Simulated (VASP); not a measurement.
# Mg2Si in VASP: a series of runs, part 2 of 2

VASP 6.6.1. Earlier steps stand in the parts before.

**5. Single point, r2SCAN (strain along [111] -0.5%)**

POSCAR

```
Mg2Si
1.0
   -0.0105632106      3.1583999762      3.1583999762
    3.1583999762     -0.0105632106      3.1583999762
    3.1583999762      3.1583999762     -0.0105632106
Si Mg
1 2
Direct
    0.0000000000      0.0000000000      0.0000000000
    0.2502380354      0.2502380354      0.2502380354
    0.7497619646      0.7497619646      0.7497619646
```

INCAR.step1

```
PREC = Accurate ; ENCUT = 660
ISMEAR = 0 ; SIGMA = 0.01
LREAL = F ; LASPH = T
NELM = 120 ; NBANDS = 11
GGA = PE ; ALGO = Normal
EDIFF = 1E-5 ; LWAVE = T
LCHARG = F ; GGA_COMPAT = F
```

INCAR.step2

```
PREC = Accurate ; ENCUT = 660
EDIFF = 1E-6 ; ISMEAR = 0
SIGMA = 0.01 ; LREAL = F
LASPH = T ; NELM = 120
ALGO = Normal ; ISIF = 2
LWAVE = F ; LCHARG = F
METAGGA = R2SCAN ; LMIXTAU = T
NBANDS = 11 ; ISTART = 1
GGA_COMPAT = F
```

KPOINTS

```
Automatic mesh
0
Gamma
  8 8 8
```

Potentials or basis: VASP PAW PBE potentials, release 64 (Si, Mg).

Launch:

```console
> cat potpaw_PBE.64/Si/POTCAR potpaw_PBE.64/Mg/POTCAR > POTCAR
> cp INCAR.step1 INCAR
> mpirun -np 1 vasp_std > vasp.out
> cp INCAR.step2 INCAR
> mpirun -np 1 vasp_std > vasp.out
```

OUTCAR:

```text
PREC = Accurate
   ENCUT = 660
   EDIFF = 1E-6
   ISMEAR = 0
   LREAL = F
   LASPH = T
   NELM = 120
   ISIF = 2
   METAGGA = R2SCAN
   ISTART = 1

 ion  position               nearest neighbor table
   1  0.000  0.000  0.000-   2 2.73   3 2.73   3 2.74   3 2.74   3 2.74   2 2.74   2 2.74   2 2.74

   2  0.250  0.250  0.250-   1 2.73   1 2.74   1 2.74   1 2.74   3 3.16   3 3.16   3 3.16   3 3.17
                             3 3.17   3 3.17
   3  0.750  0.750  0.750-   1 2.73   1 2.74   1 2.74   1 2.74   2 3.16   2 3.16   2 3.16   2 3.17
                             2 3.17   2 3.17

  LATTYP: Found a trigonal (rhomboedric) cell.
 ALAT       =     4.4666645722
 COS(alpha) =     0.4966527407

  Lattice vectors:

 A1 = (  -0.0105632106,   3.1583999762,   3.1583999762)
 A2 = (   3.1583999762,  -0.0105632106,   3.1583999762)
 A3 = (   3.1583999762,   3.1583999762,  -0.0105632106)

Analysis of symmetry for initial positions (statically):
=====================================================================
 Subroutine PRICEL returns:
 Original cell was already a primitive cell.
[... 184 lines left out ...]
      3       3.5797      2.00000
      4       3.6116      2.00000
      5       6.1120      0.00000
      6       6.4197      0.00000
      7       6.4197      0.00000
      8       6.4861      0.00000
      9       9.5618      0.00000
     10       9.5618      0.00000
     11      11.2296      0.00000
[... 309 lines left out ...]
 k-point    24 :       0.3750    0.1250    0.1250
  band No.  band energies     occupation
      1      -5.0974      2.00000
      2       0.2652      2.00000
      3       1.9971      2.00000
      4       3.1478      2.00000
      5       6.2163      0.00000
      6       6.9914      0.00000
      7       7.0097      0.00000
      8       8.3876      0.00000
      9       8.4905      0.00000
     10      11.3530      0.00000
     11      11.6851      0.00000

 [... further k-points ...]

------------------------ aborting loop because EDIFF is reached ----------------------------------------

  FORCE on cell =-STRESS in cart. coord.  units (eV):
  Direction    XX          YY          ZZ          XY          YZ          ZX
  --------------------------------------------------------------------------------------
  -------------------------------------------------------------------------------------
  Total        0.0041146      0.0041146      0.0041146      0.0653393      0.0653393      0.0653393
  in kB        0.1040947      0.1040947      0.1040947      1.6530293      1.6530293      1.6530293
  external PRESSURE =       0.1040947 kB  Pullay stress =       0.0000000 kB

 VOLUME and BASIS-vectors are now :
 -----------------------------------------------------------------------------
  energy-cutoff  :      660.00
  volume of cell :       63.33
      direct lattice vectors                 reciprocal lattice vectors
    -0.010563211  3.158399976  3.158399976    -0.157516023  0.158044601  0.158044601
     3.158399976 -0.010563211  3.158399976     0.158044601 -0.157516023  0.158044601
     3.158399976  3.158399976 -0.010563211     0.158044601  0.158044601 -0.157516023

 POSITION                                       TOTAL-FORCE (eV/Angst)
 -----------------------------------------------------------------------------------
      0.00000      0.00000      0.00000        -0.000000     -0.000000     -0.000000
      1.57806      1.57806      1.57806        -0.004163     -0.004163     -0.004163
      4.72818      4.72818      4.72818         0.004163      0.004163      0.004163
 -----------------------------------------------------------------------------------
    total drift:                                0.000000      0.000000      0.000000

  FREE ENERGIE OF THE ION-ELECTRON SYSTEM (eV)
  ---------------------------------------------------
  free  energy   TOTEN  =       -17.6836935827 eV

  energy  without entropy=      -17.6836935827  energy(sigma->0) =      -17.68369358
```

OSZICAR.step1:

```text
N       E                     dE             d eps       ncg     rms          rms(c)
DAV:   1     0.606511988897E+01    0.60651E+01   -0.30563E+03  1430   0.638E+02
DAV:   2    -0.882419937685E+01   -0.14889E+02   -0.13952E+02  1806   0.731E+01
DAV:   3    -0.946175087866E+01   -0.63755E+00   -0.63523E+00  1807   0.120E+01
DAV:   4    -0.946704011411E+01   -0.52892E-02   -0.52885E-02  1682   0.134E+00
DAV:   5    -0.946709542976E+01   -0.55316E-04   -0.55315E-04  1725   0.141E-01    0.352E+00
DAV:   6    -0.897866597193E+01    0.48843E+00   -0.10038E+00  1553   0.336E+00    0.194E+00
DAV:   7    -0.891135880085E+01    0.67307E-01   -0.37006E-01  1673   0.219E+00    0.932E-01
DAV:   8    -0.891139934161E+01   -0.40541E-04   -0.14080E-02  1571   0.605E-01    0.256E-01
DAV:   9    -0.891126725939E+01    0.13208E-03   -0.50457E-04  1689   0.103E-01    0.131E-01
DAV:  10    -0.891134185931E+01   -0.74600E-04   -0.17790E-04  1592   0.598E-02    0.495E-02
DAV:  11    -0.891133402188E+01    0.78374E-05   -0.14961E-05  1085   0.150E-02
   1 F= -.89113340E+01 E0= -.89113340E+01  d E =-.180567E-32
```

Run time: 5.2 min. Hardware: 1 thread of Intel Xeon 8259CL, shared host; peak memory 0.29 GiB.

Results:

- Free energy: -17.6837 eV
- Pressure: 0.0 GPa
- Largest force: 0.007 eV/Å
- Band gap on the k mesh: 0.42 eV (least direct gap 2.47 eV)

Forces in eV/Å, atoms in the order of the input:
```
Si   0.000  0.000  0.000
Mg  -0.004 -0.004 -0.004
Mg   0.004  0.004  0.004
```

Stress tensor (GPa, compression positive):
```
0.01 0.17 0.17
0.17 0.01 0.17
0.17 0.17 0.01
```

Caveat: the cell differs from its parent crystal (strain along [111] -0.5%); the PAW data sets were made with another functional, which shifts forces and pressure a little. A k mesh can miss the band edges.

**6. Single point, HSE06**

This run uses another cell than the first one, of 21.22 Å³/atom.

POSCAR

```
Mg2Si
1.0
    0.0000000000      3.1689631868      3.1689631868
    3.1689631868      0.0000000000      3.1689631868
    3.1689631868      3.1689631868      0.0000000000
Si Mg
1 2
Direct
    0.0000000000      0.0000000000      0.0000000000
    0.2500000000      0.2500000000      0.2500000000
    0.7500000000      0.7500000000      0.7500000000
```

INCAR.step1

```
PREC = Accurate ; ENCUT = 520
EDIFF = 1E-5 ; ISMEAR = 0
SIGMA = 0.01 ; LREAL = F
LASPH = T ; NELM = 120
ALGO = Normal ; ISIF = 2
LWAVE = T ; GGA = PE
NBANDS = 11 ; GGA_COMPAT = F
```

INCAR.step2

```
PREC = Accurate ; ENCUT = 520
EDIFF = 1E-6 ; ISMEAR = 0
SIGMA = 0.01 ; LREAL = F
LASPH = T ; NELM = 120
ALGO = Normal ; ISIF = 2
LWAVE = F ; LCHARG = T
GGA = PE ; LHFCALC = T
HFSCREEN = 0.2079 ; PRECFOCK = Normal
LELF = T ; LVHAR = T
ISTART = 1 ; NBANDS = 11
GGA_COMPAT = F
```

KPOINTS

```
regular mesh
0
Gamma
  6 6 6
```

Potentials or basis: VASP PAW PBE potentials, release 64 (Si, Mg).

Launch:

```console
> cat potpaw_PBE.64/Si/POTCAR potpaw_PBE.64/Mg/POTCAR > POTCAR
> cp INCAR.step1 INCAR
> mpirun -np 1 vasp_std > vasp.out
> cp INCAR.step2 INCAR
> mpirun -np 1 vasp_std > vasp.out
```

Wall time 37 min (1 thread of Intel Xeon 8259CL, shared host); peak memory 0.33 GiB.

It converged, with:

* Free energy: -9.8765 eV
* Pressure: -0.2 GPa
* Band gap on the k mesh: 0.56 eV (least direct gap 2.52 eV)

Levels at points of the mesh, in eV from the valence-band top:
| k point | band 1 | band 2 | band 3 | band 4 | band 5 | band 6 | band 7 | band 8 | band 9 |
| --- | --- | --- | --- | --- | --- | --- | --- | --- | --- |
| (0.00, 0.00, 0.00) | -10.27 | 0.00 | 0.00 | 0.00 | 2.52 | 3.14 | 3.14 | 3.14 | 6.41 |
| (0.50, 0.00, 0.00) | -8.65 | -5.33 | -0.78 | -0.78 | 1.83 | 3.11 | 3.11 | 5.70 | 8.94 |
| (0.50, 0.50, 0.00) | -8.02 | -4.95 | -2.18 | -2.18 | 0.56 | 0.86 | 8.92 | 8.92 | 9.44 |

Caveat: the PAW data sets were made with another functional, which shifts forces and pressure a little. A k mesh can miss the band edges.

**7. The runs side by side**

| level | cell | k mesh | cutoff (eV) | smearing | grid for exact exchange (PRECFOCK) | share of exact exchange | screening parameter | gap on the mesh (eV) | pressure (GPa) | largest force (eV/Å) |
| --- | --- | --- | --- | --- | --- | --- | --- | --- | --- | --- |
| PBE | a = 4.467 Å, angles 60.2°, 3 atoms | 8 × 8 × 8 | 600 | fermi-dirac 0.02 eV | - | - | - | 0.17 | 0.9 | 0.01 |
| r2SCAN | a = 4.488, b = 4.488, c = 4.504 Å, angles 59.9, 59.9, 60.2°, 3 atoms | 8 × 8 × 8 | 660 | gaussian 0.01 eV | - | - | - | 0.41 | -0.7 | - |
| r2SCAN | a = 4.481 Å, angles 59.7°, 3 atoms | 8 × 8 × 8 | 660 | gaussian 0.01 eV | - | - | - | 0.42 | 0.2 | - |
| r2SCAN | a = 4.467 Å, angles 60.2°, 3 atoms | 8 × 8 × 8 | 660 | gaussian 0.01 eV | - | - | - | 0.42 | 0.0 | 0.01 |
| HSE06 | a = 4.482 Å, angles 60.0°, 3 atoms | 6 × 6 × 6 | 520 | gaussian 0.01 eV | Normal | 0.25 | 0.2079 1/Å | 0.56 | -0.2 | - |

Alike in all rows: task single point; potentials or basis VASP PAW PBE potentials, release 64 (Si, Mg); no spin polarisation.

Caveats: the PAW data sets were made with another functional, which shifts forces and pressure a little (at least some runs).

Total energies depend on the potentials used, so only differences within one code and one set of settings carry meaning.
